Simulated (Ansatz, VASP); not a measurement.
HfMoC2: VASP beside Ansatz

```
CELL_PARAMETERS angstrom
3.19142 0.00000 0.00000
0.00000 3.19142 0.00000
0.00000 0.00000 4.48516
ATOMIC_POSITIONS crystal
Hf 0.00000 0.00000 0.00000
Mo 0.50000 0.50000 0.50000
C 0.50000 0.50000 0.00000
C 0.00000 0.00000 0.50000
```

Alike in both runs: functional PBE; k mesh 5 × 5 × 4; occupations fermi-dirac, width 0.05 eV; no spin polarisation.

|  | VASP | Ansatz |
| --- | --- | --- |
| version | VASP 6.6.1 | Ansatz 0.2.0 |
| potentials or method | VASP PAW PBE potentials, release 64 (Hf_pv, Mo_sv, C) | Ansatz PAW |
| plane-wave cutoff (eV) | 520 | 420 |
| valence electrons in the cell | 32 | 48 |
| task | single point | band structure |

Ansatz gave:

```
gap on the k mesh at the Fermi level (eV)                     : none
pressure (GPa)                                                : -0.9
traceless stress, the component that is largest in VASP (GPa) : 4.33
```

Task: Which values does VASP return?

Result: gap on the k mesh at the Fermi level (eV): none; pressure (GPa): -1.0; traceless stress, the component that is largest in VASP (GPa): 4.42.

A gap of «none» marks a metal or a gap that the smearing closes. The functional is the same, so the differences come from potentials, cutoffs and numerics. VASP's potentials hold 32 valence electrons a cell and Ansatz's 48, so a difference there can come from the potentials and not from the codes.

The k mesh is coarse, so the values compare programs but aren't converged. Spin-orbit coupling is off throughout.
